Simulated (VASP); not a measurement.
Wanted: the native input for a VASP 6.6.1 run.

```
Task                   : single point
Functional             : r2SCAN
Dispersion             : D4
Potentials or basis    : VASP PAW PBE potentials, release 64 (Cd, Te)
Cutoff                 : 520 eV
k mesh                 : 6 × 6 × 6
Occupations            : gaussian, width 0.05 eV
Spin                   : no spin polarisation
Dipole correction      : no
Further INCAR settings : ALGO = Normal; EDIFF = 1e-06; NBANDS = 16
```

Crystal: CdTe.

```
Cd Te
1.0
     0.00000    3.06830    3.06830
     3.06830    0.00000    3.06830
     3.06830    3.06830    0.00000
Cd Te
1 1
Direct
  0.50000 0.50000 0.50000
  0.00000 0.00000 0.00000
```

This cell differs from its parent crystal: volume scaled by 1.04.

These files were run (other wordings do the same):

POSCAR

```
CdTe
1.0
    0.0000000000      3.0682962698      3.0682962698
    3.0682962698      0.0000000000      3.0682962698
    3.0682962698      3.0682962698      0.0000000000
Cd Te
1 1
Direct
    0.5000000000      0.5000000000      0.5000000000
    0.0000000000      0.0000000000      0.0000000000
```

INCAR.step1

```
PREC = Accurate
ENCUT = 520
ISMEAR = 0
SIGMA = 0.05
LREAL = False
LASPH = True
NELM = 100
NBANDS = 16
GGA = PE
ALGO = Normal
EDIFF = 1E-4
LWAVE = True
LCHARG = False
```

INCAR.step2

```
PREC = Accurate
ENCUT = 520
EDIFF = 1E-6
ISMEAR = 0
SIGMA = 0.05
LREAL = False
LASPH = True
NELM = 100
ALGO = Normal
ISIF = 2
LWAVE = False
LCHARG = False
METAGGA = R2SCAN
LMIXTAU = True
IVDW = 13
VDW_S6 = 1.0
VDW_S8 = 0.6018749
VDW_A1 = 0.51559235
VDW_A2 = 5.77342911
NBANDS = 16
ISTART = 1
```

KPOINTS

```
Automatic mesh
0
Gamma
  6 6 6
```

Potentials or basis: VASP PAW PBE potentials, release 64 (Cd, Te).

Command:

```sh
$ cat potpaw_PBE.64/Cd/POTCAR potpaw_PBE.64/Te/POTCAR > POTCAR
$ cp INCAR.step1 INCAR
$ mpirun -np 1 vasp_std > vasp.out
$ cp INCAR.step2 INCAR
$ mpirun -np 1 vasp_std > vasp.out
```

It gave:

```yaml
Pressure: -1.8 GPa
Band_gap_on_the_k_mesh: zero (band 9 reaches 3.66 eV, above the bottom of band 10 at 2.63 eV)
Dispersion_energy_per_atom: -0.146 eV
```

Caveat: the PAW data sets were made with another functional, which shifts forces and pressure a little; spin-orbit coupling is left out, which moves the levels of the heavy elements; pairwise dispersion overbinds metals, which lowers pressure and volume.

It took 20 s on 1 thread of Intel(R) Xeon(R) 6975P-C (Granite Rapids), with other jobs on the host, peak memory 0.19 GiB.
